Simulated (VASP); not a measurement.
# C (P6_3/mmc) in VASP: notebook

C is run at these levels: PBE; tasks: density of states.

All numbers are computed with VASP 6.6.1; they aren't measurements. Logs are shortened: lines on timing, memory, paths and dates and some standing lists are left out, and cuts for length are marked.

### 1 The cell of the first run

Symmetry: P6_3/mmc, No. 194, hexagonal system. The conventional cell has a = 2.464 Å, b = 2.464 Å, c = 7.488 Å, α = 90.00°, β = 90.00°, γ = 120.00°. Within 1.9 Å of C (site symmetry -6m2) lie 3 C at 1.42 Å. Within 1.9 Å of C (site symmetry -6m2) lie 3 C at 1.42 Å.

### 2 Density of states, PBE (volume scaled by 0.88)

The input, POSCAR:

```
C
1.0
    2.4644764848      0.0000000000      0.0000000000
   -1.2322382424      2.1342992429      0.0000000000
    0.0000000000      0.0000000000      7.4881843723
C
4
Direct
    0.0000000000      0.0000000000      0.2500000000
    0.0000000000      0.0000000000      0.7500000000
    0.3333333333      0.6666666667      0.2500000000
    0.6666666667      0.3333333333      0.7500000000
```

The input, INCAR.step1:

```
SYSTEM = C
  PREC = Accurate
  ENCUT = 520
  EDIFF = 1E-7
  ISMEAR = -1
  SIGMA = 0.1
  LREAL = .False.
  LASPH = .True.
  NELM = 60
  ALGO = Normal
  ISIF = 2
  LWAVE = .False.
  LCHARG = .True.
  GGA = PE
  NBANDS = 16
```

The input, KPOINTS.step1:

```
Automatic mesh
0
Gamma
  15 15 5
  0 0 0
```

The input, INCAR.step2:

```
SYSTEM = C
  PREC = Accurate
  ENCUT = 520
  EDIFF = 1E-7
  ISMEAR = -5
  SIGMA = 0.1
  LREAL = .False.
  LASPH = .True.
  NELM = 60
  ALGO = Normal
  ISIF = 2
  LWAVE = .False.
  LCHARG = .False.
  GGA = PE
  LORBIT = 10
  NBANDS = 16
  NEDOS = 2001
  ICHARG = 11
```

The input, KPOINTS.step2:

```
Automatic mesh
0
Gamma
  23 23 8
  0 0 0
```

Potentials or basis: VASP PAW PBE potentials, release 64 (C).

Command:

```console
$ cat potpaw_PBE.64/C/POTCAR > POTCAR
$ cp INCAR.step1 INCAR
$ cp KPOINTS.step1 KPOINTS
$ mpirun -np 1 vasp_std > vasp.out
$ cp INCAR.step2 INCAR
$ cp KPOINTS.step2 KPOINTS
$ mpirun -np 1 vasp_std > vasp.out
```

OUTCAR:

```text
SYSTEM = C
   PREC = Accurate
   ENCUT = 520
   EDIFF = 1E-7
   ISMEAR = -5
   LREAL = .False.
   LASPH = .True.
   NELM = 60
   ISIF = 2
   GGA = PE
   LORBIT = 10
   ICHARG = 11

 ion  position               nearest neighbor table
   1  0.000  0.000  0.250-   3 1.42   3 1.42   3 1.42
   2  0.000  0.000  0.750-   4 1.42   4 1.42   4 1.42
   3  0.333  0.667  0.250-   1 1.42   1 1.42   1 1.42
   4  0.667  0.333  0.750-   2 1.42   2 1.42   2 1.42

  LATTYP: Found a hexagonal cell.
 ALAT       =     2.4644764848
 C/A-ratio  =     3.0384482946

  Lattice vectors:

 A1 = (   2.4644764848,   0.0000000000,   0.0000000000)
 A2 = (  -1.2322382424,   2.1342992429,   0.0000000000)
 A3 = (   0.0000000000,   0.0000000000,   7.4881843723)

Analysis of symmetry for initial positions (statically):
=====================================================================
 Subroutine PRICEL returns:
 Original cell was already a primitive cell.

 Routine SETGRP: Setting up the symmetry group for a
 hexagonal supercell.

 Subroutine GETGRP returns: Found 24 space group operations
 (whereof 12 operations were pure point group operations)
 out of a pool of 24 trial point group operations.

The static configuration has the point symmetry D_3d.
 The point group associated with its full space group is D_6h.

Analysis of symmetry for dynamics (positions and initial velocities):
=====================================================================
 Subroutine PRICEL returns:
 Original cell was already a primitive cell.

 Routine SETGRP: Setting up the symmetry group for a
 hexagonal supercell.

 Subroutine GETGRP returns: Found 24 space group operations
 (whereof 12 operations were pure point group operations)
 out of a pool of 24 trial point group operations.

The dynamic configuration has the point symmetry D_3d.
 The point group associated with its full space group is D_6h.

 Subroutine INISYM returns: Found 24 space group operations
 (whereof 12 operations are pure point group operations),
 and found     1 'primitive' translations

----------------------------------------------------------------------------------------

                                     Primitive cell

  volume of cell :      39.3873

  direct lattice vectors                    reciprocal lattice vectors
     2.464476485  0.000000000  0.000000000     0.405765689  0.234268930  0.000000000
    -1.232238242  2.134299243  0.000000000     0.000000000  0.468537860  0.000000000
     0.000000000  0.000000000  7.488184372     0.000000000  0.000000000  0.133543720

  length of vectors
     2.464476485  2.464476485  7.488184372     0.468537860  0.468537860  0.133543720

  position of ions in fractional coordinates (direct lattice)
     0.000000000  0.000000000  0.250000000
     0.000000000  0.000000000  0.750000000
     0.333333333  0.666666667  0.250000000
     0.666666667  0.333333333  0.750000000

  ion indices of the primitive-cell ions
   primitive index   ion index
                 1           1
                 2           2
                 3           3
                 4           4

----------------------------------------------------------------------------------------

 KPOINTS: Automatic mesh

Automatic generation of k-mesh.
 Grid dimensions read from file:
 generate k-points for:   23   23    8

 Generating k-lattice:

  Cartesian coordinates                     Fractional coordinates (reciprocal lattice)
     0.017641986  0.010185606  0.000000000     0.043478261 -0.000000000  0.000000000
     0.000000000  0.020371211  0.000000000     0.000000000  0.043478261  0.000000000
     0.000000000  0.000000000  0.016692965     0.000000000  0.000000000  0.125000000

  Length of vectors
     0.020371211  0.020371211  0.016692965

  Shift w.r.t. Gamma in fractional coordinates (k-lattice)
     0.000000000  0.000000000  0.000000000

 TETIRR: Found   4324 inequivalent tetrahedra from    25392

 Subroutine IBZKPT returns following result:
 ===========================================

 Found    280 irreducible k-points:

 Following reciprocal coordinates:
            Coordinates               Weight
  0.000000  0.000000  0.000000      1.000000
  0.043478  0.000000  0.000000      6.000000
  0.086957  0.000000  0.000000      6.000000
  0.130435  0.000000  0.000000      6.000000
  0.173913  0.000000  0.000000      6.000000
  0.217391  0.000000  0.000000      6.000000
[... 16 lines left out ...]
  0.478261  0.043478  0.000000      6.000000
  0.086957  0.086957  0.000000      6.000000
 [... further k-points ...]
   k-points           NKPTS =    280   k-points in BZ     NKDIM =    280   number of bands    NBANDS=     16
   number of dos      NEDOS =   2001   number of ions     NIONS =      4
   total plane-waves  NPLWV =  18144
   dimension x,y,z NGX =    18 NGY =   18 NGZ =   56
   dimension x,y,z NGXF=    36 NGYF=   36 NGZF=  112
   ions per type =               4
   NGX,Y,Z   is equivalent  to a cutoff of  12.14, 12.14, 12.43 a.u.
   NGXF,Y,Z  is equivalent  to a cutoff of  24.28, 24.28, 24.87 a.u.
 SYSTEM =  C
   PREC   = accura    normal or accurate (medium, high low for compatibility)
   ISTART =      0    job   : 0-new  1-cont  2-samecut
   ICHARG =     11    charge: 1-file 2-atom 10-const
   ISPIN  =      1    spin polarized calculation?
   LNONCOLLINEAR =      F non collinear calculations
   LSORBIT =      F    spin-orbit coupling
   LASPH  =      T    aspherical Exc in radial PAW
   ENCUT  =  520.0 eV  38.22 Ry    6.18 a.u.   4.58  4.58 13.92*2*pi/ulx,y,z
   NELM   =     60;   NELMIN=  2; NELMDL=  0     # of ELM steps
   EDIFF  = 0.1E-06   stopping-criterion for ELM
   LREAL  =      F    real-space projection
   EDIFFG = 0.1E-05   stopping-criterion for IOM
   NSW    =      0    number of steps for IOM
   IBRION =     -1    ionic relax: 0-MD 1-quasi-New 2-CG
   NFREE  =      0    steps in history (QN), initial steepest desc. (CG)
   ISIF   =      2    stress and relaxation
   ISYM   =      2    0-nonsym 1-usesym 2-fastsym
   POTIM  = 0.5000    time-step for ionic-motion
   TEBEG  =    0.0;   TEEND  =   0.0 temperature during run
   PSTRESS=    0.0 pullay stress
   NELECT =      16.0000    total number of electrons
   NUPDOWN=      -1.0000    fix difference up-down
   EMIN   =  10.00;   EMAX   =-10.00  energy-range for DOS
   EFERMI =   0.00;   METHOD = LEGACY
   ISMEAR =    -5;   SIGMA  =   0.10  broadening in eV -4-tet -1-fermi 0-gaus
   EFERMI_NEDOS =   21; number of points for ismear=-14 and -15
   IALGO  =     38    algorithm
   IMIX   =      4    mixing-type and parameters
     AMIX     =   0.40;   BMIX     =  1.00
     AMIX_MAG =   1.60;   BMIX_MAG =  1.00
  volume/ion in A,a.u.               =       9.85        66.45
  Fermi-wavevector in a.u.,A,eV,Ry     =   1.212447  2.291192 20.000931  1.470027
  Thomas-Fermi vector in A             =   2.347930
   LORBIT       =     10    0 simple, 1 ext, 2 COOP (PROOUT), +10 PAW based schemes
   GGA     = PE    functional components
   LHFCALC =     F    Hartree Fock is set to
   AEXX    =    0.0000 exact exchange contribution
   IVDW    =     0    specifies the selected vdW correction
   LEPSILON=     F    determine dielectric tensor
   LRPA    =     F    only Hartree local field effects (RPA)
 non-spin polarized calculation
 Fermi weights with tetrahedron method with Bloechl corrections
  energy-cutoff  :      520.00
  volume of cell :       39.39
 maximum number of plane-waves:      1082

 number of electron      15.9999994 magnetization

 Free energy of the ion-electron system (eV)
  ---------------------------------------------------
  ext. energy  EPLUGINS =         0.00000000
  ---------------------------------------------------
  free energy    TOTEN  =       -36.89495457 eV

  energy without entropy =      -36.89495457  energy(sigma->0) =      -36.89495457

 E-fermi :   3.5206     XC(G=0):  -9.5728

 val. band max:        3.5081877259   @ k =   0.3478   0.3043   0.0000
 cond. band min:       4.0784628375   @ k =   0.3478   0.3043   0.0000
 fundamental gap:      0.5702751116
 Fermi energy:         3.5205882089

 k-point     1 :       0.0000    0.0000    0.0000
  band No.  band energies     occupation
      1     -15.8137      2.00000
      2     -15.6924      2.00000
      3      -4.3655      2.00000
      4      -3.2819      2.00000
      5       0.7379      2.00000
      6       0.7379      2.00000
[... 8 lines left out ...]
     15      15.1875      0.00000
     16      15.2704      0.00000

 k-point     2 :       0.0435    0.0000    0.0000
  band No.  band energies     occupation
      1     -15.7688      2.00000
      2     -15.6479      2.00000
      3      -4.3111      2.00000
      4      -3.2297      2.00000
      5       0.5529      2.00000
      6       0.5600      2.00000
[... 8 lines left out ...]
     15      15.0277      0.00000
     16      15.1162      0.00000

 k-point     3 :       0.0870    0.0000    0.0000
  band No.  band energies     occupation
      1     -15.6342      2.00000
      2     -15.5144      2.00000
      3      -4.1482      2.00000
      4      -3.0734      2.00000
      5       0.0288      2.00000
      6       0.0399      2.00000
[... 8 lines left out ...]
     15      14.5636      0.00000
     16      14.6691      0.00000
[... 362 lines left out ...]
 k-point    23 :       0.4783    0.0435    0.0000
  band No.  band energies     occupation
      1     -10.4969      2.00000
      2     -10.4542      2.00000
      3      -9.4530      2.00000
      4      -9.4200      2.00000
      5      -2.8010      2.00000
      6      -2.7816      2.00000
[... 8 lines left out ...]
     15      17.0859      0.00000
     16      17.9235      0.00000

 k-point    24 :       0.0870    0.0870    0.0000
  band No.  band energies     occupation
      1     -15.2760      2.00000
      2     -15.1593      2.00000
      3      -3.7163      2.00000
      4      -2.6599      2.00000
      5      -1.0747      2.00000
      6      -1.0638      2.00000
[... 8 lines left out ...]
     15      13.7641      0.00000
     16      13.7889      0.00000

 [... further k-points ...]

------------------------ aborting loop because EDIFF is reached ----------------------------------------

  FORCE on cell =-STRESS in cart. coord.  units (eV):
  Direction    XX          YY          ZZ          XY          YZ          ZX
  --------------------------------------------------------------------------------------
  -------------------------------------------------------------------------------------
  Total        0.3533926      0.3533926      0.1974610      0.0000000      0.0000000      0.0000000
  in kB       14.3751201     14.3751201      8.0322180      0.0000000      0.0000000      0.0000000
  external PRESSURE =      12.2608194 kB  Pullay stress =       0.0000000 kB

 VOLUME and BASIS-vectors are now :
 -----------------------------------------------------------------------------
  energy-cutoff  :      520.00
  volume of cell :       39.39
      direct lattice vectors                 reciprocal lattice vectors
     2.464476485  0.000000000  0.000000000     0.405765689  0.234268930  0.000000000
    -1.232238242  2.134299243  0.000000000     0.000000000  0.468537860  0.000000000
     0.000000000  0.000000000  7.488184372     0.000000000  0.000000000  0.133543720

 POSITION                                       TOTAL-FORCE (eV/Angst)
 -----------------------------------------------------------------------------------
      0.00000      0.00000      1.87205         0.000000      0.000000     -0.000000
      0.00000      0.00000      5.61614        -0.000000      0.000000     -0.000000
     -0.00000      1.42287      1.87205         0.000000     -0.000000      0.000000
      1.23224      0.71143      5.61614        -0.000000      0.000000      0.000000
 -----------------------------------------------------------------------------------
    total drift:                                0.000000      0.000000      0.000000

  FREE ENERGIE OF THE ION-ELECTRON SYSTEM (eV)
  ---------------------------------------------------
  free  energy   TOTEN  =       -36.8949545673 eV

  energy  without entropy=      -36.8949545673  energy(sigma->0) =      -36.89495457

 total charge

# of ion       s       p       d       tot
------------------------------------------
    1        0.863   1.788   0.000   2.651
    2        0.863   1.788   0.000   2.651
    3        0.863   1.789   0.000   2.652
    4        0.863   1.789   0.000   2.652
--------------------------------------------------
tot          3.453   7.153   0.000  10.606
```

It took 54 s on 1 thread of Intel Xeon 6975P-C (Granite Rapids), shared host; peak memory 0.22 GiB.

What came out:

* Valence electrons inside the program's atomic spheres: C 2.65

Caveat: this functional lacks dispersion, which binds the layers, so the pressure and a relaxed spacing across them are unreliable.

[end of part 1 of 2]
